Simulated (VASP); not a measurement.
**Pt: elastic constants with PBEsol**

Pt:

```
CELL_PARAMETERS angstrom
-1.58422 1.58422 1.58422
1.58422 -1.58422 1.58422
1.58422 1.58422 -1.58422
ATOMIC_POSITIONS crystal
Pt 0.00000 0.00000 0.00000
```

* Program: VASP 6.6.1
* Task: elastic constants
* Functional: PBEsol
* Potentials or basis: VASP PAW PBE potentials, release 64 (Pt)
* Cutoff: 500 eV
* k mesh: 9 × 9 × 9
* Occupations: fermi-dirac, width 0.05 eV
* Spin: no spin polarisation
* Dipole correction: no
* Ions in elastic constants: relaxed
* Further INCAR settings: ALGO = Normal; EDIFF = 1e-08; IBRION = 6; POTIM = 0.015; NSW = 1; ISIF = 3

| Item | Value |
| --- | --- |
| Elastic constants C11, C12, C44 | 114, 280, 155 GPa |
| Voigt bulk modulus | 225 GPa |

Elastic tensor in Voigt notation (GPa, in the Cartesian axes of the cell as first typed):
```
114 280 280   0   0   0
280 114 280   0   0   0
280 280 114   0   0   0
  0   0   0 155   0   0
  0   0   0   0 155   0
  0   0   0   0   0 155
```

Clamped-ion elastic tensor (GPa):
```
114 280 280   0   0   0
280 114 280   0   0   0
280 280 114   0   0   0
  0   0   0 155   0   0
  0   0   0   0 155   0
  0   0   0   0   0 155
```

Run time: 110 s on 1 thread of AMD EPYC 7R43 64-Core Processor (Zen 3) (shared host), peak memory 0.15 GiB.

Caveat: the cell is under stress, which shifts elastic constants; the elastic tensor has a negative eigenvalue, so either the cell is unstable as it stands or the mesh is too thin; the PAW data sets were made with another functional, which shifts forces and pressure a little.
